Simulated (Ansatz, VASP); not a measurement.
**Se: VASP beside Ansatz**

Contents of INCAR:

```
SYSTEM = Se
  PREC = Accurate
  ENCUT = 520
  EDIFF = 1E-6
  ISMEAR = 0
  SIGMA = 0.01
  LREAL = .False.
  LASPH = .True.
  NELM = 80
  ALGO = Normal
  ISIF = 2
  LWAVE = .False.
  LCHARG = .True.
  GGA = PE
  LELF = .True.
  LVHAR = .True.
  NBANDS = 16
```

File KPOINTS:

```
Automatic mesh
0
Gamma
  12 12 8
  0 0 0
```

Contents of POSCAR:

```
Se
1.0
    3.7479507894      0.0000000000      0.0000000000
   -1.8739753947      3.2458205958      0.0000000000
    0.0000000000      0.0000000000      5.1531825009
Se
3
Direct
    0.2732392868      0.0000000000      0.3333333333
    0.0000000000      0.2732392868      0.6666666667
    0.7267607132      0.7267607132      0.0000000000
```

Input for Ansatz:

```yaml
crystal:
  lattice:
    - [3.7479507894, 0.0, 0.0]
    - [-1.8739753947, 3.2458205958, 0.0]
    - [0.0, 0.0, 5.1531825009]
  atoms:
    - { symbol: Se, position: [0.2732392868, 0.0, 0.3333333333] }
    - { symbol: Se, position: [0.0, 0.2732392868, 0.6666666667] }
    - { symbol: Se, position: [0.7267607132, 0.7267607132, 0.0] }
basis:
  ecutwfc: 420
kpoints:
  mp_grid: { grid: [12, 12, 8] }
  band_path: { path: [VBM, CBM], npoints: 2 }
hamiltonian:
  xc: pbe
scf:
  occupations: { method: gaussian, width: 0.01 }
output:
  forces: true
  stress: true
  eigenvalues: true
checkpoint:
  read: start.run
  write: ck
  compress: false
  write_wavefunctions: false
  write_every: 100000
```

Alike in both runs: task single point; functional PBE; k mesh 12 × 12 × 8; occupations gaussian, width 0.01 eV; no spin polarisation.

```csv
,VASP,Ansatz
version,VASP 6.6.1,Ansatz 0.2.0
potentials or method,"VASP PAW PBE potentials, release 64 (Se), cutoff 520 eV","scalar-relativistic, plane waves, PAW"
valence electrons in the cell,18,48
```

Ansatz gave:

- gap on the k mesh at the Fermi level (eV): 0.05
- least direct gap on the mesh (eV): 0.05
- pressure (GPa): 10.0
- traceless stress, the component that is largest in VASP (GPa): 0.00
- rms of the force components (eV/Å): 0.000

**Question.** Which values does VASP return?

**Answer.** gap on the k mesh at the Fermi level (eV): 0.04; least direct gap on the mesh (eV): 0.04; pressure (GPa): 10.1; traceless stress, the component that is largest in VASP (GPa): 0.05; rms of the force components (eV/Å): 0.010.

Atom by atom the forces differ by 0.010 eV/Å (rms over components). VASP's potentials hold 18 valence electrons a cell and Ansatz's 48, so a difference there can come from the potentials and not from the codes.
